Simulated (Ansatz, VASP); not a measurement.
One calculation of SiC, two programs

```
Si C
1.0
     2.87004    0.00000    0.00000
    -1.43502    2.48553    0.00000
     0.00000    0.00000    7.02658
Si C
3 3
Direct
  0.00000 0.66659 0.16667
  0.33341 0.33341 0.50000
  0.66659 0.00000 0.83333
  0.33347 0.33347 0.00000
  0.66653 0.00000 0.33333
  0.00000 0.66653 0.66667
```

Alike in both runs: functional PBE; k mesh 6 × 6 × 4; occupations gaussian, width 0.1 eV; no spin polarisation.

Ansatz relaxed the structure, and its values are those at the end. VASP's run is a single point on that final structure, the one shown.

|  | VASP | Ansatz |
| --- | --- | --- |
| version | VASP 6.6.1 | Ansatz 0.2.0 |
| potentials or method | VASP PAW PBE potentials, release 64 (Si, C), cutoff 520 eV | scalar-relativistic, plane waves, PAW |
| valence electrons in the cell | 24 | 24 |

Ansatz gave:

| Quantity | Value |
| --- | --- |
| gap on the k mesh at the Fermi level (eV) | none |
| pressure (GPa) | 0.0 |

Question: Estimate VASP's values.

Answer: gap on the k mesh at the Fermi level (eV): none; pressure (GPa): 0.1.

A gap of «none» marks a metal or a gap that the smearing closes.

The k mesh is coarse, so the values compare programs but aren't converged.
